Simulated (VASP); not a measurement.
# Pd (P6_3/mmc) in VASP: a series of runs, part 2 of 2

VASP 6.6.1. Earlier steps stand in the parts before.

## (4) Single point, LDA

This run uses another cell than the first one, of 13.65 Å³/atom, 1.034 times its volume.

Input file INCAR:

```
PREC     = Accurate       # precision mode
ENCUT    = 500            # plane-wave cutoff, eV
EDIFF    = 1E-6           # SCF threshold, eV
ISMEAR   = -1             # smearing method
SIGMA    = 0.05           # smearing width, eV
LREAL    = False          # projectors in reciprocal space
LASPH    = True           # aspherical terms in the spheres
NELM     = 120            # most SCF steps
ALGO     = Normal         # electronic algorithm
ISIF     = 2              # what is computed and relaxed
LWAVE    = False          # write WAVECAR
LCHARG   = False          # write CHGCAR
GGA      = CA             # functional
NBANDS   = 17             # bands
GGA_COMPAT= False
```

Input file KPOINTS:

```
regular mesh
0
Gamma
  9 9 5
```

Input file POSCAR:

```
Pd
1.0
    2.6568444907      0.0000000000      0.0000000000
   -1.3284222454      2.3008948229      0.0000000000
    0.0000000000      0.0000000000      4.4662521170
Pd
2
Direct
    0.3333333333      0.6666666667      0.2500000000
    0.6666666667      0.3333333333      0.7500000000
```

Potentials or basis: VASP PAW LDA potentials, release 64 (Pd).

The run is started by

```console
$ cat potpaw_LDA.64/Pd/POTCAR > POTCAR
$ mpirun -np 1 vasp_std > vasp.out
```

OUTCAR:

```text
PREC = Accurate
   ENCUT = 500
   EDIFF = 1E-6
   ISMEAR = -1
   LREAL = False
   LASPH = True
   NELM = 120
   ISIF = 2
   GGA = CA

 ion  position               nearest neighbor table
   1  0.333  0.667  0.250-   2 2.71   2 2.71   2 2.71   2 2.71   2 2.71   2 2.71
   2  0.667  0.333  0.750-   1 2.71   1 2.71   1 2.71   1 2.71   1 2.71   1 2.71

  LATTYP: Found a hexagonal cell.
 ALAT       =     2.6568444907
 C/A-ratio  =     1.6810363319

  Lattice vectors:

 A1 = (   2.6568444907,   0.0000000000,   0.0000000000)
 A2 = (  -1.3284222454,   2.3008948229,   0.0000000000)
 A3 = (   0.0000000000,   0.0000000000,   4.4662521170)

Analysis of symmetry for initial positions (statically):
=====================================================================
 Subroutine PRICEL returns:
 Original cell was already a primitive cell.

 Routine SETGRP: Setting up the symmetry group for a
 hexagonal supercell.

 Subroutine GETGRP returns: Found 24 space group operations
 (whereof 12 operations were pure point group operations)
 out of a pool of 24 trial point group operations.

The static configuration has the point symmetry D_3d.
 The point group associated with its full space group is D_6h.

Analysis of symmetry for dynamics (positions and initial velocities):
=====================================================================
 Subroutine PRICEL returns:
 Original cell was already a primitive cell.

 Routine SETGRP: Setting up the symmetry group for a
 hexagonal supercell.

 Subroutine GETGRP returns: Found 24 space group operations
 (whereof 12 operations were pure point group operations)
 out of a pool of 24 trial point group operations.

The dynamic configuration has the point symmetry D_3d.
 The point group associated with its full space group is D_6h.

 Subroutine INISYM returns: Found 24 space group operations
 (whereof 12 operations are pure point group operations),
 and found     1 'primitive' translations

----------------------------------------------------------------------------------------

                                     Primitive cell

  volume of cell :      27.3027

  direct lattice vectors                    reciprocal lattice vectors
     2.656844491  0.000000000  0.000000000     0.376386350  0.217306760  0.000000000
    -1.328422245  2.300894823  0.000000000     0.000000000  0.434613521  0.000000000
     0.000000000  0.000000000  4.466252117     0.000000000  0.000000000  0.223901377

  length of vectors
     2.656844491  2.656844491  4.466252117     0.434613521  0.434613521  0.223901377

  position of ions in fractional coordinates (direct lattice)
     0.333333333  0.666666667  0.250000000
     0.666666667  0.333333333  0.750000000

  ion indices of the primitive-cell ions
   primitive index   ion index
                 1           1
                 2           2

----------------------------------------------------------------------------------------

 KPOINTS: regular mesh

Automatic generation of k-mesh.
 Grid dimensions read from file:
 generate k-points for:    9    9    5

 Generating k-lattice:

  Cartesian coordinates                     Fractional coordinates (reciprocal lattice)
     0.041820706  0.024145196  0.000000000     0.111111111  0.000000000  0.000000000
     0.000000000  0.048290391  0.000000000     0.000000000  0.111111111  0.000000000
     0.000000000  0.000000000  0.044780275     0.000000000  0.000000000  0.200000000

  Length of vectors
     0.048290391  0.048290391  0.044780275

  Shift w.r.t. Gamma in fractional coordinates (k-lattice)
     0.000000000  0.000000000  0.000000000

 Subroutine IBZKPT returns following result:
 ===========================================

 Found     36 irreducible k-points:

 Following reciprocal coordinates:
            Coordinates               Weight
  0.000000  0.000000  0.000000      1.000000
  0.111111  0.000000  0.000000      6.000000
  0.222222  0.000000  0.000000      6.000000
  0.333333  0.000000  0.000000      6.000000
  0.444444  0.000000  0.000000      6.000000
  0.111111  0.111111  0.000000      6.000000
[... 16 lines left out ...]
  0.333333  0.222222  0.200000     24.000000
  0.333333  0.333333  0.200000      4.000000
 [... further k-points ...]
   k-points           NKPTS =     36   k-points in BZ     NKDIM =     36   number of bands    NBANDS=     17
   number of dos      NEDOS =    301   number of ions     NIONS =      2
   total plane-waves  NPLWV =  14400
   dimension x,y,z NGX =    20 NGY =   20 NGZ =   36
   dimension x,y,z NGXF=    40 NGYF=   40 NGZF=   72
   ions per type =               2
   NGX,Y,Z   is equivalent  to a cutoff of  12.51, 12.51, 13.40 a.u.
   NGXF,Y,Z  is equivalent  to a cutoff of  25.03, 25.03, 26.80 a.u.
 SYSTEM =  unknown system
   PREC   = accura    normal or accurate (medium, high low for compatibility)
   ISTART =      0    job   : 0-new  1-cont  2-samecut
   ICHARG =      2    charge: 1-file 2-atom 10-const
   ISPIN  =      1    spin polarized calculation?
   LNONCOLLINEAR =      F non collinear calculations
   LSORBIT =      F    spin-orbit coupling
   LASPH  =      T    aspherical Exc in radial PAW
   ENCUT  =  500.0 eV  36.75 Ry    6.06 a.u.   4.84  4.84  8.14*2*pi/ulx,y,z
   NELM   =    120;   NELMIN=  2; NELMDL= -5     # of ELM steps
   EDIFF  = 0.1E-05   stopping-criterion for ELM
   LREAL  =      F    real-space projection
   EDIFFG = 0.1E-04   stopping-criterion for IOM
   NSW    =      0    number of steps for IOM
   IBRION =     -1    ionic relax: 0-MD 1-quasi-New 2-CG
   NFREE  =      0    steps in history (QN), initial steepest desc. (CG)
   ISIF   =      2    stress and relaxation
   ISYM   =      2    0-nonsym 1-usesym 2-fastsym
   POTIM  = 0.5000    time-step for ionic-motion
   TEBEG  =    0.0;   TEEND  =   0.0 temperature during run
   PSTRESS=    0.0 pullay stress
   NELECT =      20.0000    total number of electrons
   NUPDOWN=      -1.0000    fix difference up-down
   EMIN   =  10.00;   EMAX   =-10.00  energy-range for DOS
   EFERMI =   0.00;   METHOD = LEGACY
   ISMEAR =    -1;   SIGMA  =   0.05  broadening in eV -4-tet -1-fermi 0-gaus
   EFERMI_NEDOS =   21; number of points for ismear=-14 and -15
   IALGO  =     38    algorithm
   IMIX   =      4    mixing-type and parameters
     AMIX     =   0.40;   BMIX     =  1.00
     AMIX_MAG =   1.60;   BMIX_MAG =  1.00
  volume/ion in A,a.u.               =      13.65        92.12
  Fermi-wavevector in a.u.,A,eV,Ry     =   1.475761  2.788784 29.631739  2.177871
  Thomas-Fermi vector in A             =   2.590371
   LORBIT       =      0    0 simple, 1 ext, 2 COOP (PROOUT), +10 PAW based schemes
   GGA     = CA    functional components
   LHFCALC =     F    Hartree Fock is set to
   AEXX    =    0.0000 exact exchange contribution
   IVDW    =     0    specifies the selected vdW correction
   LEPSILON=     F    determine dielectric tensor
   LRPA    =     F    only Hartree local field effects (RPA)
 non-spin polarized calculation
  energy-cutoff  :      500.00
  volume of cell :       27.30
 maximum number of plane-waves:       705
 NGX is ok and might be reduce to    20
   NGX =  9   NGY =  9   NGZ = 17

 number of electron      20.0000002 magnetization

 Free energy of the ion-electron system (eV)
  ---------------------------------------------------
  ext. energy  EPLUGINS =         0.00000000
  ---------------------------------------------------
  free energy    TOTEN  =       -12.89217471 eV

  energy without entropy =      -12.84630027  energy(sigma->0) =      -12.86923749

 E-fermi :  10.9749     XC(G=0): -13.9950

 val. band max:       10.9704718621   @ k =   0.4444   0.0000   0.2000
 cond. band min:      10.9857493111   @ k =   0.2222   0.2222   0.2000
 fundamental gap:      0.0152774490
 Fermi energy:        10.9748674536

 k-point     1 :       0.0000    0.0000    0.0000
  band No.  band energies     occupation
      1       3.1238      2.00000
      2       4.9587      2.00000
      3       7.5268      2.00000
      4       7.8221      2.00000
      5       7.8221      2.00000
      6       8.2171      2.00000
[... 9 lines left out ...]
     16      30.7371      0.00000
     17      34.3964      0.00000
[... 441 lines left out ...]
 k-point    24 :       0.3333    0.3333    0.2000
  band No.  band energies     occupation
      1       5.9897      2.00000
      2       6.5281      2.00000
      3       6.5281      2.00000
      4       7.0706      2.00000
      5       7.6848      2.00000
      6       7.6848      2.00000
[... 9 lines left out ...]
     16      22.9912      0.00000
     17      28.0633      0.00000

 [... further k-points ...]

------------------------ aborting loop because EDIFF is reached ----------------------------------------

  FORCE on cell =-STRESS in cart. coord.  units (eV):
  Direction    XX          YY          ZZ          XY          YZ          ZX
  --------------------------------------------------------------------------------------
  -------------------------------------------------------------------------------------
  Total        1.7822016      1.7822016      1.7411707     -0.0000000      0.0000000     -0.0000000
  in kB      104.5830439    104.5830439    102.1752678     -0.0000000      0.0000000     -0.0000000
  external PRESSURE =     103.7804519 kB  Pullay stress =       0.0000000 kB

 VOLUME and BASIS-vectors are now :
 -----------------------------------------------------------------------------
  energy-cutoff  :      500.00
  volume of cell :       27.30
      direct lattice vectors                 reciprocal lattice vectors
     2.656844491  0.000000000  0.000000000     0.376386350  0.217306760  0.000000000
    -1.328422245  2.300894823  0.000000000     0.000000000  0.434613521  0.000000000
     0.000000000  0.000000000  4.466252117     0.000000000  0.000000000  0.223901377

 POSITION                                       TOTAL-FORCE (eV/Angst)
 -----------------------------------------------------------------------------------
     -0.00000      1.53393      1.11656         0.000000     -0.000000      0.000000
      1.32842      0.76696      3.34969        -0.000000      0.000000      0.000000
 -----------------------------------------------------------------------------------
    total drift:                                0.000000     -0.000000      0.000000

  FREE ENERGIE OF THE ION-ELECTRON SYSTEM (eV)
  ---------------------------------------------------
  free  energy   TOTEN  =       -12.8921747144 eV

  energy  without entropy=      -12.8463002717  energy(sigma->0) =      -12.86923749
```

Run time: 15 s. Hardware: 1 thread of AMD EPYC 9R45 (Zen 5), shared host; peak memory 0.1 GiB.

Results:

```yaml
Free_energy: -12.8922 eV
Pressure: 10.4 GPa
Band_gap_on_the_k_mesh: zero (band 10 reaches 11.17 eV, above the bottom of band 11 at 10.37 eV)
```

## (5) Single point, LDA

This run uses another cell than the first one, of 14.21 Å³/atom, 1.076 times its volume.

Input file INCAR:

```
ALGO = Normal ; EDIFF = 1E-6
ENCUT = 500 ; GGA_COMPAT = False
ISIF = 2 ; ISMEAR = -1
LASPH = True ; LCHARG = False
LREAL = False ; LWAVE = False
NBANDS = 17 ; NELM = 120
PREC = Accurate ; SIGMA = 0.05
```

Input file KPOINTS:

```
k-points
0
Gamma
  9 9 5
```

Input file POSCAR:

```
Pd
1.0
    2.6918338732      0.0000000000      0.0000000000
   -1.3459169366      2.3311965169      0.0000000000
    0.0000000000      0.0000000000      4.5294276032
Pd
2
Direct
    0.3333333333      0.6666666667      0.2500000000
    0.6666666667      0.3333333333      0.7500000000
```

Potentials or basis: VASP PAW LDA potentials, release 64 (Pd).

The run is started by

```console
$ cat potpaw_LDA.64/Pd/POTCAR > POTCAR
$ mpirun -np 1 vasp_std > vasp.out
```

OUTCAR:

```text
EDIFF = 1E-6
   ENCUT = 500
   ISIF = 2
   ISMEAR = -1
   LASPH = True
   LREAL = False
   NELM = 120
   PREC = Accurate

 ion  position               nearest neighbor table
   1  0.333  0.667  0.250-   2 2.75   2 2.75   2 2.75   2 2.75   2 2.75   2 2.75
   2  0.667  0.333  0.750-   1 2.75   1 2.75   1 2.75   1 2.75   1 2.75   1 2.75

  LATTYP: Found a hexagonal cell.
 ALAT       =     2.6918338732
 C/A-ratio  =     1.6826549544

  Lattice vectors:

 A1 = (   2.6918338732,   0.0000000000,   0.0000000000)
 A2 = (  -1.3459169366,   2.3311965169,   0.0000000000)
 A3 = (   0.0000000000,   0.0000000000,   4.5294276032)
[... 667 lines left out ...]

  FORCE on cell =-STRESS in cart. coord.  units (eV):
  Direction    XX          YY          ZZ          XY          YZ          ZX
  --------------------------------------------------------------------------------------
  -------------------------------------------------------------------------------------
  Total        0.0724931      0.0724931      0.0260672      0.0000000      0.0000000      0.0000000
  in kB        4.0863597      4.0863597      1.4693800      0.0000000      0.0000000      0.0000000
  external PRESSURE =       3.2140331 kB  Pullay stress =       0.0000000 kB

 VOLUME and BASIS-vectors are now :
 -----------------------------------------------------------------------------
  energy-cutoff  :      500.00
  volume of cell :       28.42
      direct lattice vectors                 reciprocal lattice vectors
     2.691833873  0.000000000  0.000000000     0.371493951  0.214482132  0.000000000
    -1.345916937  2.331196517  0.000000000     0.000000000  0.428964265  0.000000000
     0.000000000  0.000000000  4.529427603     0.000000000  0.000000000  0.220778449

 POSITION                                       TOTAL-FORCE (eV/Angst)
 -----------------------------------------------------------------------------------
     -0.00000      1.55413      1.13236        -0.000000      0.000000      0.000000
      1.34592      0.77707      3.39707         0.000000      0.000000      0.000000
 -----------------------------------------------------------------------------------
    total drift:                               -0.000000      0.000000     -0.000000

  FREE ENERGIE OF THE ION-ELECTRON SYSTEM (eV)
  ---------------------------------------------------
  free  energy   TOTEN  =       -12.9285079190 eV

  energy  without entropy=      -12.8803489605  energy(sigma->0) =      -12.90442844
```

Wall time 16 s (1 thread of AMD EPYC 9R45 (Zen 5), shared host); peak memory 0.1 GiB.

Results:

| Item | Value |
| --- | --- |
| Free energy | -12.9285 eV |
| Pressure | 0.3 GPa |
| Band gap on the k mesh | zero (band 10 reaches 10.41 eV, above the bottom of band 11 at 9.67 eV) |

Stress tensor (GPa, compression positive):
```
0.41 0.00 0.00
0.00 0.41 0.00
0.00 0.00 0.15
```

## (6) Overview

| cell | gap on the mesh (eV) | pressure (GPa) |
| --- | --- | --- |
| a = 2.628, b = 2.628, c = 4.415 Å, angles 90.0, 90.0, 120.0°, 2 atoms | none | 20.4 |
| a = 2.673, b = 2.673, c = 4.496 Å, angles 90.0, 90.0, 120.0°, 2 atoms | none | 5.4 |
| a = 2.657, b = 2.657, c = 4.466 Å, angles 90.0, 90.0, 120.0°, 2 atoms | none | 10.4 |
| a = 2.692, b = 2.692, c = 4.529 Å, angles 90.0, 90.0, 120.0°, 2 atoms | none | 0.3 |

Alike in all rows: task single point; level LDA; potentials or basis VASP PAW LDA potentials, release 64 (Pd); no spin polarisation; k mesh 9 × 9 × 5; cutoff (eV) 500; smearing fermi-dirac 0.05 eV.

Absolute energies hang on the potentials; compare differences alone.
